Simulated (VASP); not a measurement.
A run of VASP 6.6.1 is set up as follows.

The input POSCAR:

```
CsCl
1.0
    4.1406758780      0.0000000000      0.0000000000
    0.0000000000      4.1406758780      0.0000000000
    0.0000000000      0.0000000000      4.1406758780
Cs Cl
1 1
Direct
    0.0000000000      0.0000000000      0.0000000000
    0.5000000000      0.5000000000      0.5000000000
```

INCAR.step1

```
SYSTEM = CsCl
PREC     = Accurate       ! precision mode
ENCUT    = 550            ! plane-wave cutoff, eV
ISMEAR   = 0              ! smearing method
SIGMA    = 0.01           ! smearing width, eV
LREAL    = .False.        ! projectors in reciprocal space
LASPH    = .True.         ! aspherical terms in the spheres
NELM     = 120            ! most SCF steps
NBANDS   = 15             ! bands
GGA      = PE             ! functional
ALGO     = Normal         ! electronic algorithm
EDIFF    = 1E-5           ! SCF threshold, eV
LWAVE    = .True.         ! write WAVECAR
LCHARG   = .False.        ! write CHGCAR
GGA_COMPAT= .False.
```

The input INCAR.step2:

```
SYSTEM = CsCl
PREC     = Accurate       ! precision mode
ENCUT    = 550            ! plane-wave cutoff, eV
EDIFF    = 1E-6           ! SCF threshold, eV
ISMEAR   = 0              ! smearing method
SIGMA    = 0.01           ! smearing width, eV
LREAL    = .False.        ! projectors in reciprocal space
LASPH    = .True.         ! aspherical terms in the spheres
NELM     = 120            ! most SCF steps
ALGO     = Normal         ! electronic algorithm
ISIF     = 2              ! what is computed and relaxed
LWAVE    = .False.        ! write WAVECAR
LCHARG   = .True.         ! write CHGCAR
METAGGA  = R2SCAN         ! meta-GGA
LMIXTAU  = .True.       
LELF     = .True.         ! ELF
LVHAR    = .True.       
NBANDS   = 15             ! bands
ISTART   = 1            
GGA_COMPAT= .False.
```

KPOINTS

```
Automatic mesh
0
Gamma
  6 6 6
  0 0 0
```

Potentials or basis: VASP PAW PBE potentials, release 64 (Cs_sv, Cl).

The run is started by

```bash
$ cat potpaw_PBE.64/Cs_sv/POTCAR potpaw_PBE.64/Cl/POTCAR > POTCAR
$ cp INCAR.step1 INCAR
$ mpirun -np 1 vasp_std > vasp.out
$ cp INCAR.step2 INCAR
$ mpirun -np 1 vasp_std > vasp.out
```

Question: What does it give for the band gap on the k mesh?

Answer: 5.91 eV, direct.

Question: Estimate the pressure.

Answer: 0.0 GPa.

Caveat: the PAW data sets were made with another functional, which shifts forces and pressure a little; spin-orbit coupling is left out, which moves the levels of the heavy elements. A k mesh can miss the band edges.
